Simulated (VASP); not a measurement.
A run of VASP 6.6.1 is set up as follows.

The input INCAR:

```
ALGO = Normal
DIPOL = 0.5 0.5 0.500
EDIFF = 1E-6
ENCUT = 520
GGA = CA
IDIPOL = 3
ISIF = 2
ISMEAR = -1
LASPH = True
LCHARG = False
LDIPOL = True
LREAL = False
LWAVE = False
NBANDS = 26
NELM = 80
PREC = Accurate
SIGMA = 0.1
```

File KPOINTS:

```
k-points
0
Gamma
  4 4 1
```

The input POSCAR:

```
K
1.0
    4.7251250000      0.0000000000      0.0000000000
   -2.2093569315      4.1767868290      0.0000000000
    0.0000000000      0.0000000000     19.7176970000
K
4
Direct
    0.8206130000      0.1793870000      0.2028634480
    0.1793870000      0.8206130000      0.4009544827
    0.8206130000      0.1793870000      0.5990455173
    0.1793870000      0.8206130000      0.7971365520
```

Potentials or basis: VASP PAW LDA potentials, release 64 (K_sv).

The run is started by

```bash
$ cat potpaw_LDA.64/K_sv/POTCAR > POTCAR
$ mpirun -np 1 vasp_std > vasp.out
```

Problem. What does it give for the band gap on the k mesh?

Solution. Zero (band 18 reaches -0.31 eV, above the bottom of band 19 at -1.90 eV).

Problem. What does it give for the largest force?

Solution. 0.077 eV/Å.

Forces on the atoms (eV/Å):
```
K    0.002 -0.001  0.077
K   -0.003  0.002  0.005
K    0.003 -0.002 -0.005
K   -0.002  0.001 -0.077
```

Caveat: the k points lie up to 0.38 Å⁻¹ apart.
